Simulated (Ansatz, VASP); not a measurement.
One calculation of Pb, two programs

Contents of INCAR:

```
ALGO = Normal
EDIFF = 1E-6
ENCUT = 500
GGA = LIBXC
GGA_COMPAT = False
ISIF = 2
ISMEAR = 0
LASPH = True
LCHARG = True
LELF = True
LIBXC1 = GGA_X_PBE
LIBXC2 = GGA_C_PBE_SOL
LREAL = False
LVHAR = True
LWAVE = False
NBANDS = 13
NELM = 120
PREC = Accurate
SIGMA = 0.01
```

KPOINTS

```
k-points
0
Gamma
  9 9 9
```

File POSCAR:

```
Pb
1.0
   -1.9663728605      1.9663728605      1.9663728605
    1.9663728605     -1.9663728605      1.9663728605
    1.9663728605      1.9663728605     -1.9663728605
Pb
1
Direct
    0.0000000000      0.0000000000      0.0000000000
```

input.yaml

```yaml
crystal:
  lattice:
    - [-1.9663728605, 1.9663728605, 1.9663728605]
    - [1.9663728605, -1.9663728605, 1.9663728605]
    - [1.9663728605, 1.9663728605, -1.9663728605]
  atoms:
    - { symbol: Pb, position: [0.0, 0.0, 0.0] }
kpoints:
  mp_grid: { grid: [9, 9, 9] }
scf:
  occupations: { method: gaussian, width: 0.01 }
hamiltonian:
  xc: { exchange: pbe, correlation: pbesol }
  pseudopotentials: { kind: all_electron, lapw: { basis_error: 0.0005 } }
output:
  forces: true
  stress: true
  eigenvalues: true
```

Change from the starting cell: volume scaled by 0.98.

Alike in both runs: task single point; functional pbe exchange, pbesol correlation; k mesh 9 × 9 × 9; occupations gaussian, width 0.01 eV; no spin polarisation.

|  | VASP | Ansatz |
| --- | --- | --- |
| version | VASP 6.6.1 | Ansatz 0.2.0 |
| potentials or method | VASP PAW PBE potentials, release 64 (Pb_d), cutoff 500 eV | all-electron LAPW, scalar-relativistic |

|  | VASP | Ansatz | Ansatz less VASP |
| --- | --- | --- | --- |
| gap on the k mesh at the Fermi level (eV) | none | none | - |
| pressure (GPa) | 2.3 | 2.4 | +0.07 |

VASP's potentials were made for PBE, not for pbe exchange, pbesol correlation. A gap of «none» marks a metal or a gap that the smearing closes. Ansatz ran all-electron here, and VASP with PAW potentials.

Spin-orbit coupling is off throughout.
